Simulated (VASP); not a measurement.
## CoSi: relaxation of cell and atoms with PBEsol

Crystal: CoSi.

```
CELL_PARAMETERS angstrom
4.38583 0.00000 0.00000
0.00000 4.38583 0.00000
0.00000 0.00000 4.38583
ATOMIC_POSITIONS crystal
Co 0.14564 0.14564 0.14564
Co 0.35436 0.85436 0.64564
Co 0.64564 0.35436 0.85436
Co 0.85436 0.64564 0.35436
Si 0.84333 0.84333 0.84333
Si 0.65667 0.15667 0.34333
Si 0.34333 0.65667 0.15667
Si 0.15667 0.34333 0.65667
```

```json
{
 "Program": "VASP 6.6.1",
 "Task": "relaxation of cell and atoms",
 "Functional": "PBEsol",
 "Potentials or basis": "VASP PAW PBE potentials, release 64 (Co, Si)",
 "Cutoff": "600 eV",
 "k mesh": "8 × 8 × 8",
 "Occupations": "fermi-dirac, width 0.15 eV",
 "Spin": "no spin polarisation",
 "Dipole correction": "no",
 "Further INCAR settings": "ALGO = Normal; EDIFF = 1e-07; IBRION = 2; EDIFFG = -0.001; NSW = 80; ISIF = 3"
}
```

| Item | Value |
| --- | --- |
| Relaxed volume | 10.57 Å³/atom |
| Relaxed cell | a = 4.389 Å, b = 4.389 Å, c = 4.389 Å, α = 90.00°, β = 90.00°, γ = 90.00° |
| Space group after relaxing (to 0.1 Å) | P2_13 (No. 198) |
| Energy gained by relaxing | 0.0 meV/atom |
| Ionic steps | 12 |
| Pressure after relaxing | 0.0 GPa |
| Band gap on the k mesh | zero (bands 26 and 27 overlap by 0.22 eV) |

Step by step:
```
step  energy change (eV)  largest force (eV/Å)  pressure (GPa)  volume (Å³)
   1              0.0000                0.0057            0.46        84.36
   2              0.0002                0.0127           -0.60        84.74
   3             -0.0002                0.0087            0.00        84.52
   4             -0.0002                0.0088            0.00        84.53
   5             -0.0001                0.0107           -0.31        84.63
   6             -0.0002                0.0088           -0.01        84.53
   7             -0.0002                0.0059            0.03        84.53
   8             -0.0003                0.0020           -0.02        84.54
   9             -0.0003                0.0003           -0.06        84.54
  10             -0.0002                0.0030            0.10        84.50
  11             -0.0003                0.0008            0.03        84.53
  12             -0.0003                0.0005            0.01        84.53
```

Final structure:
```
CELL_PARAMETERS angstrom
4.38872 0.00000 0.00000
0.00000 4.38872 0.00000
0.00000 0.00000 4.38872
ATOMIC_POSITIONS crystal
Co 0.14549 0.14549 0.14549
Co 0.35451 0.85451 0.64549
Co 0.64549 0.35451 0.85451
Co 0.85451 0.64549 0.35451
Si 0.84330 0.84330 0.84330
Si 0.65670 0.15670 0.34330
Si 0.34330 0.65670 0.15670
Si 0.15670 0.34330 0.65670
```

Levels at points of the mesh, in eV from the Fermi level:
```
           k point  band 22  band 23  band 24  band 25  band 26  band 27  band 28  band 29  band 30  band 31
(0.00, 0.00, 0.00)    -1.09    -0.94    -0.94    -0.15    -0.15    -0.15     2.50     2.50     2.50     2.87
(0.50, 0.00, 0.00)    -1.22    -0.81    -0.81    -0.65    -0.65     0.90     0.90     1.45     1.45     4.25
(0.50, 0.50, 0.00)    -1.69    -1.18    -1.18    -0.18    -0.18     0.48     0.48     1.98     1.98     2.47
(0.50, 0.50, 0.50)    -1.42    -1.42    -1.42    -0.37    -0.37    -0.37    -0.37     5.47     5.47     5.47
```

Wall time 5.6 min on 1 thread of Intel(R) Xeon(R) 6975P-C (Granite Rapids) (shared host), peak memory 0.28 GiB.

Caveat: the PAW data sets were made with another functional, which shifts forces and pressure a little; the run has no spin polarisation, though such a crystal can be magnetic. Spin polarisation is off, so any magnetic state and its effect on volume and gap are missing.
